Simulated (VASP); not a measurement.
# Ge7I (R-3m) in VASP: further runs

Ge7I is run at these levels: PBE; tasks: single point.

Program: VASP 6.6.1. These are calculated values, not measurements. Logs are shortened: lines on timing, memory, paths and dates and some standing lists are left out, and cuts for length are marked.

**1. The cell of the first run**

Symmetry: R-3m, No. 166, trigonal system. Conventional cell: a = 7.971 Å, b = 7.971 Å, c = 13.926 Å, α = 90.00°, β = 90.00°, γ = 120.00°. Ge (site symmetry 2) has 4 Ge at 2.61 to 2.76 Å within 3.4 Å. Within 3.4 Å of Ge (site symmetry -3m) lie 6 Ge at 2.61 Å. I (site symmetry -3m) has 12 Ge at 3.55 Å within 4.7 Å.

**2. Single point, PBE**

Input file INCAR:

```
SYSTEM = Ge7I
PREC     = Accurate       ! precision mode
ENCUT    = 520            ! plane-wave cutoff, eV
EDIFF    = 1E-7           ! SCF threshold, eV
ISMEAR   = 0              ! smearing method
SIGMA    = 0.1            ! smearing width, eV
LREAL    = .False.        ! projectors in reciprocal space
LASPH    = .True.         ! aspherical terms in the spheres
NELM     = 100            ! most SCF steps
ALGO     = Normal         ! electronic algorithm
ISIF     = 2              ! what is computed and relaxed
LWAVE    = .False.        ! write WAVECAR
LCHARG   = .True.         ! write CHGCAR
GGA      = PE             ! functional
LELF     = .True.         ! ELF
LVHAR    = .True.       
NBANDS   = 62             ! bands
```

Input file KPOINTS:

```
regular mesh
0
Gamma
  3 3 3
  0 0 0
```

Input file POSCAR:

```
Ge7I
1.0
    3.9856468706      2.3011142950      4.6420535353
   -3.9856468706      2.3011142950      4.6420535353
    0.0000000000     -4.6022285860      4.6420535373
Ge I
7 1
Direct
    0.1731168576      0.8268831424      0.5000000000
    0.5000000000      0.1731168576      0.8268831424
    0.8268831424      0.5000000000      0.1731168576
    0.8268831424      0.1731168576      0.5000000000
    0.5000000000      0.8268831424      0.1731168576
    0.1731168576      0.5000000000      0.8268831424
    0.5000000000      0.5000000000      0.5000000000
    0.0000000000      0.0000000000      0.0000000000
```

Potentials or basis: VASP PAW PBE potentials, release 64 (Ge_d, I).

Run with:

```
$ cat potpaw_PBE.64/Ge_d/POTCAR potpaw_PBE.64/I/POTCAR > POTCAR
$ mpirun -np 1 vasp_std > vasp.out
```

OUTCAR:

```text
SYSTEM = Ge7I
   PREC = Accurate
   ENCUT = 520
   EDIFF = 1E-7
   ISMEAR = 0
   LREAL = .False.
   LASPH = .True.
   NELM = 100
   ISIF = 2
   GGA = PE

 ion  position               nearest neighbor table
   1  0.173  0.827  0.500-   7 2.61   6 2.61   5 2.61   4 2.76
   2  0.500  0.173  0.827-   6 2.61   4 2.61   7 2.61   5 2.76
   3  0.827  0.500  0.173-   5 2.61   4 2.61   7 2.61   6 2.76
   4  0.827  0.173  0.500-   7 2.61   3 2.61   2 2.61   1 2.76
   5  0.500  0.827  0.173-   3 2.61   1 2.61   7 2.61   2 2.76
   6  0.173  0.500  0.827-   2 2.61   1 2.61   7 2.61   3 2.76
   7  0.500  0.500  0.500-   1 2.61   4 2.61   3 2.61   2 2.61   5 2.61   6 2.61
   8  0.000  0.000  0.000-

  LATTYP: Found a trigonal (rhomboedric) cell.
 ALAT       =     6.5367552349
 COS(alpha) =     0.2564619744

  Lattice vectors:

 A1 = (   3.9856468706,   2.3011142950,   4.6420535353)
 A2 = (  -3.9856468706,   2.3011142950,   4.6420535353)
 A3 = (   0.0000000000,  -4.6022285860,   4.6420535373)

Analysis of symmetry for initial positions (statically):
=====================================================================
 Subroutine PRICEL returns:
 Original cell was already a primitive cell.

 Routine SETGRP: Setting up the symmetry group for a
 trigonal (rhombohedral) supercell.

 Subroutine GETGRP returns: Found 12 space group operations
 (whereof 12 operations were pure point group operations)
 out of a pool of 12 trial point group operations.

The static configuration has the point symmetry D_3d.

Analysis of symmetry for dynamics (positions and initial velocities):
=====================================================================
 Subroutine PRICEL returns:
 Original cell was already a primitive cell.

 Routine SETGRP: Setting up the symmetry group for a
 trigonal (rhombohedral) supercell.

 Subroutine GETGRP returns: Found 12 space group operations
 (whereof 12 operations were pure point group operations)
 out of a pool of 12 trial point group operations.

The dynamic configuration has the point symmetry D_3d.

 Subroutine INISYM returns: Found 12 space group operations
 (whereof 12 operations are pure point group operations),
 and found     1 'primitive' translations

----------------------------------------------------------------------------------------

                                     Primitive cell

  volume of cell :     255.4456

  direct lattice vectors                    reciprocal lattice vectors
     3.985646871  2.301114295  4.642053535     0.125450151  0.072428678  0.071807301
    -3.985646871  2.301114295  4.642053535    -0.125450151  0.072428678  0.071807301
     0.000000000 -4.602228586  4.642053537     0.000000000 -0.144857356  0.071807301

  length of vectors
     6.536755235  6.536755235  6.536755235     0.161678515  0.161678515  0.161678515

  position of ions in fractional coordinates (direct lattice)
     0.173116858  0.826883142  0.500000000
     0.500000000  0.173116858  0.826883142
     0.826883142  0.500000000  0.173116858
     0.826883142  0.173116858  0.500000000
     0.500000000  0.826883142  0.173116858
     0.173116858  0.500000000  0.826883142
     0.500000000  0.500000000  0.500000000
     0.000000000  0.000000000  0.000000000

  ion indices of the primitive-cell ions
   primitive index   ion index
                 1           1
                 2           2
                 3           3
                 4           4
                 5           5
                 6           6
                 7           7
                 8           8

----------------------------------------------------------------------------------------

 KPOINTS: regular mesh

Automatic generation of k-mesh.
 Grid dimensions read from file:
 generate k-points for:    3    3    3

 Generating k-lattice:

  Cartesian coordinates                     Fractional coordinates (reciprocal lattice)
     0.041816717  0.024142893  0.023935767     0.333333333 -0.000000000  0.000000000
    -0.041816717  0.024142893  0.023935767    -0.000000000  0.333333333  0.000000000
     0.000000000 -0.048285785  0.023935767    -0.000000000 -0.000000000  0.333333333

  Length of vectors
     0.053892838  0.053892838  0.053892838

  Shift w.r.t. Gamma in fractional coordinates (k-lattice)
     0.000000000  0.000000000  0.000000000

 Subroutine IBZKPT returns following result:
 ===========================================

 Found      6 irreducible k-points:

 Following reciprocal coordinates:
            Coordinates               Weight
  0.000000  0.000000  0.000000      1.000000
  0.333333 -0.000000  0.000000      6.000000
  0.333333  0.333333  0.000000      6.000000
 -0.333333  0.333333  0.000000      6.000000
  0.333333  0.333333  0.333333      2.000000
 -0.333333  0.333333  0.333333      6.000000
   k-points           NKPTS =      6   k-points in BZ     NKDIM =      6   number of bands    NBANDS=     62
   number of dos      NEDOS =    301   number of ions     NIONS =      8
   total plane-waves  NPLWV = 125000
   dimension x,y,z NGX =    50 NGY =   50 NGZ =   50
   dimension x,y,z NGXF=   100 NGYF=  100 NGZF=  100
   ions per type =               7   1
   NGX,Y,Z   is equivalent  to a cutoff of  12.72, 12.72, 12.72 a.u.
   NGXF,Y,Z  is equivalent  to a cutoff of  25.43, 25.43, 25.43 a.u.
 SYSTEM =  Ge7I
   PREC   = accura    normal or accurate (medium, high low for compatibility)
   ISTART =      0    job   : 0-new  1-cont  2-samecut
   ICHARG =      2    charge: 1-file 2-atom 10-const
   ISPIN  =      1    spin polarized calculation?
   LNONCOLLINEAR =      F non collinear calculations
   LSORBIT =      F    spin-orbit coupling
   LASPH  =      T    aspherical Exc in radial PAW
   ENCUT  =  520.0 eV  38.22 Ry    6.18 a.u.  12.15 12.15 12.15*2*pi/ulx,y,z
   NELM   =    100;   NELMIN=  2; NELMDL= -5     # of ELM steps
   EDIFF  = 0.1E-06   stopping-criterion for ELM
   LREAL  =      F    real-space projection
   EDIFFG = 0.1E-05   stopping-criterion for IOM
   NSW    =      0    number of steps for IOM
   IBRION =     -1    ionic relax: 0-MD 1-quasi-New 2-CG
   NFREE  =      0    steps in history (QN), initial steepest desc. (CG)
   ISIF   =      2    stress and relaxation
   ISYM   =      2    0-nonsym 1-usesym 2-fastsym
   POTIM  = 0.5000    time-step for ionic-motion
   TEBEG  =    0.0;   TEEND  =   0.0 temperature during run
   PSTRESS=    0.0 pullay stress
   NELECT =     105.0000    total number of electrons
   NUPDOWN=      -1.0000    fix difference up-down
   EMIN   =  10.00;   EMAX   =-10.00  energy-range for DOS
   EFERMI =   0.00;   METHOD = LEGACY
   ISMEAR =     0;   SIGMA  =   0.10  broadening in eV -4-tet -1-fermi 0-gaus
   EFERMI_NEDOS =   21; number of points for ismear=-14 and -15
   IALGO  =     38    algorithm
   IMIX   =      4    mixing-type and parameters
     AMIX     =   0.40;   BMIX     =  1.00
     AMIX_MAG =   1.60;   BMIX_MAG =  1.00
  volume/ion in A,a.u.               =      31.93       215.48
  Fermi-wavevector in a.u.,A,eV,Ry     =   1.217228  2.300227 20.158978  1.481643
  Thomas-Fermi vector in A             =   2.352555
   LORBIT       =      0    0 simple, 1 ext, 2 COOP (PROOUT), +10 PAW based schemes
   GGA     = PE    functional components
   LHFCALC =     F    Hartree Fock is set to
   AEXX    =    0.0000 exact exchange contribution
   IVDW    =     0    specifies the selected vdW correction
   LEPSILON=     F    determine dielectric tensor
   LRPA    =     F    only Hartree local field effects (RPA)
 non-spin polarized calculation
 Gauss-broadening in eV      SIGMA  =   0.10
  energy-cutoff  :      520.00
  volume of cell :      255.45
 maximum number of plane-waves:      6895
 NGX is ok and might be reduce to    50
   NGX = 25   NGY = 25   NGZ = 25

 number of electron     105.0000027 magnetization

 Free energy of the ion-electron system (eV)
  ---------------------------------------------------
  ext. energy  EPLUGINS =         0.00000000
  ---------------------------------------------------
  free energy    TOTEN  =       -28.43013827 eV

  energy without entropy =      -28.40460812  energy(sigma->0) =      -28.41737319

 E-fermi :   2.6534     XC(G=0):  -8.4292

 val. band max:        2.5927213174   @ k =   0.3333  -0.0000   0.0000
 cond. band min:       2.7161716579   @ k =  -0.3333   0.3333   0.0000
 fundamental gap:      0.1234503404
 Fermi energy:         2.6533768400

 k-point     1 :       0.0000    0.0000    0.0000
  band No.  band energies     occupation
      1     -22.1533      2.00000
      2     -22.1355      2.00000
      3     -22.1355      2.00000
      4     -22.1295      2.00000
      5     -22.1136      2.00000
      6     -22.0960      2.00000
[... 54 lines left out ...]
     61       5.7646      0.00000
     62       6.4022      0.00000

 k-point     2 :       0.3333   -0.0000    0.0000
  band No.  band energies     occupation
      1     -22.1460      2.00000
      2     -22.1290      2.00000
      3     -22.1217      2.00000
      4     -22.1146      2.00000
      5     -22.1114      2.00000
      6     -22.0980      2.00000
[... 54 lines left out ...]
     61       6.0354      0.00000
     62       6.5171      0.00000

 k-point     3 :       0.3333    0.3333    0.0000
  band No.  band energies     occupation
      1     -22.1460      2.00000
      2     -22.1290      2.00000
      3     -22.1216      2.00000
      4     -22.1147      2.00000
      5     -22.1113      2.00000
      6     -22.0978      2.00000
[... 54 lines left out ...]
     61       5.5624      0.00000
     62       6.8426      0.00000

 k-point     4 :      -0.3333    0.3333    0.0000
  band No.  band energies     occupation
      1     -22.1316      2.00000
      2     -22.1315      2.00000
      3     -22.1166      2.00000
      4     -22.1082      2.00000
      5     -22.1079      2.00000
      6     -22.0949      2.00000
[... 54 lines left out ...]
     61       6.0383      0.00000
     62       6.8017      0.00000

 k-point     5 :       0.3333    0.3333    0.3333
  band No.  band energies     occupation
      1     -22.1532      2.00000
      2     -22.1355      2.00000
      3     -22.1355      2.00000
      4     -22.1295      2.00000
      5     -22.1132      2.00000
      6     -22.0961      2.00000
[... 54 lines left out ...]
     61       5.8798      0.00000
     62       5.8798      0.00000

 k-point     6 :      -0.3333    0.3333    0.3333
  band No.  band energies     occupation
      1     -22.1460      2.00000
      2     -22.1290      2.00000
      3     -22.1217      2.00000
      4     -22.1146      2.00000
      5     -22.1110      2.00000
      6     -22.0980      2.00000
[... 54 lines left out ...]
     61       5.4236      0.00000
     62       6.5226      0.00000

------------------------ aborting loop because EDIFF is reached ----------------------------------------

  FORCE on cell =-STRESS in cart. coord.  units (eV):
  Direction    XX          YY          ZZ          XY          YZ          ZX
  --------------------------------------------------------------------------------------
  -------------------------------------------------------------------------------------
  Total        0.0655707      0.0655707     -0.1169180      0.0000000     -0.0000000      0.0000000
  in kB        0.4112654      0.4112654     -0.7333202      0.0000000     -0.0000000      0.0000000
  external PRESSURE =       0.0297369 kB  Pullay stress =       0.0000000 kB

 VOLUME and BASIS-vectors are now :
 -----------------------------------------------------------------------------
  energy-cutoff  :      520.00
  volume of cell :      255.45
      direct lattice vectors                 reciprocal lattice vectors
     3.985646871  2.301114295  4.642053535     0.125450151  0.072428678  0.071807301
    -3.985646871  2.301114295  4.642053535    -0.125450151  0.072428678  0.071807301
     0.000000000 -4.602228586  4.642053537     0.000000000 -0.144857356  0.071807301

 POSITION                                       TOTAL-FORCE (eV/Angst)
 -----------------------------------------------------------------------------------
     -2.60568      0.00000      6.96308        -0.005832      0.000000      0.000000
      1.30284     -2.25659      6.96308         0.002916     -0.005050      0.000000
      1.30284      2.25659      6.96308         0.002916      0.005050     -0.000000
      2.60568      0.00000      6.96308         0.005832      0.000000      0.000000
     -1.30284      2.25659      6.96308        -0.002916      0.005050     -0.000000
     -1.30284     -2.25659      6.96308        -0.002916     -0.005050      0.000000
      0.00000      0.00000      6.96308         0.000000      0.000000     -0.000000
      0.00000      0.00000      0.00000         0.000000     -0.000000     -0.000000
 -----------------------------------------------------------------------------------
    total drift:                                0.000000     -0.000000      0.000000

  FREE ENERGIE OF THE ION-ELECTRON SYSTEM (eV)
  ---------------------------------------------------
  free  energy   TOTEN  =       -28.4301382677 eV

  energy  without entropy=      -28.4046081180  energy(sigma->0) =      -28.41737319
```

Wall time 1.9 min (1 thread of Intel Xeon Platinum 8488C (Sapphire Rapids), shared host); peak memory 0.37 GiB.

What came out:

```yaml
Free_energy: -28.4301 eV
Pressure: 0.0 GPa
Largest_force: 0.006 eV/Å
```

Forces on the atoms (eV/Å):
```
Ge  -0.006  0.000  0.000
Ge   0.003 -0.005  0.000
Ge   0.003  0.005  0.000
Ge   0.006  0.000  0.000
Ge  -0.003  0.005  0.000
Ge  -0.003 -0.005  0.000
Ge   0.000  0.000  0.000
I    0.000  0.000  0.000
```

Stress tensor (GPa, compression positive):
```
 0.04  0.00  0.00
 0.00  0.04  0.00
 0.00  0.00 -0.07
```

Caveat: spin-orbit coupling is left out, which moves the levels of the heavy elements; an odd number of electrons without spin polarisation forces a metal; a magnetic or distorted state may lie lower.

[end of part 1 of 2]
